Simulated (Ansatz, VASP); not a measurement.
# One calculation of WC, two programs

Contents of INCAR:

```
PREC = Accurate ; ENCUT = 1300
EDIFF = 1E-6 ; ISMEAR = 0
SIGMA = 0.1 ; LREAL = False
LASPH = True ; NELM = 120
ALGO = Normal ; ISIF = 2
LWAVE = False ; LCHARG = False
GGA = PE ; NBANDS = 16
GGA_COMPAT = False
```

The input KPOINTS:

```
regular mesh
0
Gamma
  9 9 6
```

Contents of POSCAR:

```
WC
1.0
    2.9065000000      0.0000000000      0.0000000000
   -1.4532500000      2.5171028361      0.0000000000
    0.0000000000      0.0000000000      2.8366000000
W C
1 1
Direct
    0.0000000000      0.0000000000      0.0000000000
    0.6666666667      0.3333333333      0.5000000000
```

Input for Ansatz:

```yaml
crystal:
  lattice:
    - [2.9065, 0.0, 0.0]
    - [-1.45325, 2.5171028361, 0.0]
    - [0.0, 0.0, 2.8366]
  atoms:
    - { symbol: W, position: [0.0, 0.0, 0.0] }
    - { symbol: C, position: [0.6666666667, 0.3333333333, 0.5] }
basis:
  ecutwfc: 420
kpoints:
  mp_grid: { grid: [9, 9, 6] }
hamiltonian:
  xc: pbe
scf:
  occupations: { method: gaussian, width: 0.1 }
output:
  forces: true
  stress: true
  eigenvalues: true
```

Alike in both runs: task single point; functional PBE; k mesh 9 × 9 × 6; occupations gaussian, width 0.1 eV; no spin polarisation.

|  | VASP | Ansatz |
| --- | --- | --- |
| version | VASP 6.6.1 | Ansatz 0.2.0 |
| potentials or method | VASP PAW PBE potentials, release 64 (W_sv, C_h), cutoff 1300 eV | scalar-relativistic, plane waves, PAW |
| valence electrons in the cell | 18 | 18 |

VASP gave:

- gap on the k mesh at the Fermi level (eV): none
- pressure (GPa): 6.9
- traceless stress, the component that is largest in VASP (GPa): -1.03

Problem. Which values does Ansatz return?

Solution. gap on the k mesh at the Fermi level (eV): none; pressure (GPa): 5.8; traceless stress, the component that is largest in VASP (GPa): -1.20.

A gap of «none» marks a metal or a gap that the smearing closes. The functional is the same, so the differences come from potentials, cutoffs and numerics.

The k mesh is coarse, so the values compare programs but aren't converged. Neither program's run includes spin-orbit coupling.
